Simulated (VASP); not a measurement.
Write the native input for VASP 6.6.1 that does the following.

| Property | Result |
| --- | --- |
| Task | single point |
| Functional | PBE |
| Potentials or basis | VASP PAW PBE potentials, release 64 (Ga_d, O) |
| Cutoff | 520 eV |
| k mesh | 6 × 6 × 6 |
| Occupations | fermi-dirac, width 0.02 eV |
| Spin | no spin polarisation |
| Dipole correction | no |
| Further INCAR settings | ALGO = Normal; EDIFF = 1e-07; NBANDS = 55 |

The structure of Ga2O3 lies in POSCAR:

```
Ga2O3
1.0
    2.4174939191      1.3957407649      4.3462197250
   -2.4174939191      1.3957407649      4.3462197250
    0.0000000000     -2.7914815299      4.3462197250
Ga O
4 6
Direct
    0.8553777174      0.8553777174      0.8553777174
    0.6446222826      0.6446222826      0.6446222826
    0.1446222826      0.1446222826      0.1446222826
    0.3553777174      0.3553777174      0.3553777174
    0.7500000000      0.4462675607      0.0537324393
    0.4462675607      0.0537324393      0.7500000000
    0.0537324393      0.7500000000      0.4462675607
    0.2500000000      0.5537324393      0.9462675607
    0.9462675607      0.2500000000      0.5537324393
    0.5537324393      0.9462675607      0.2500000000
```

This cell differs from its parent crystal: strain -3.0%.

These files were run (other wordings do the same):

INCAR

```
SYSTEM = Ga2O3
PREC = Accurate
ENCUT = 520
EDIFF = 1E-7
ISMEAR = -1
SIGMA = 0.02
LREAL = .FALSE.
LASPH = .TRUE.
NELM = 80
ALGO = Normal
ISIF = 2
LWAVE = .FALSE.
LCHARG = .FALSE.
GGA = PE
NBANDS = 55
```

KPOINTS

```
Automatic mesh
0
G
  6 6 6
  0 0 0
```

Potentials or basis: VASP PAW PBE potentials, release 64 (Ga_d, O).

Launch:

```sh
$ cat potpaw_PBE.64/Ga_d/POTCAR potpaw_PBE.64/O/POTCAR > POTCAR
$ mpirun -np 1 vasp_std > vasp.out
```

Results of the run:

| Property | Result |
| --- | --- |
| Pressure | 37.5 GPa |
| Largest force | 0.117 eV/Å |
| Band gap on the k mesh | 3.88 eV (least direct gap 4.15 eV) |

Caveat: the cell differs from its parent crystal (strain -3.0%); the cell stands under pressure.

It took 2.2 min on 1 thread of Intel(R) Xeon(R) Platinum 8559C (Emerald Rapids), on a shared host, peak memory 0.29 GiB.
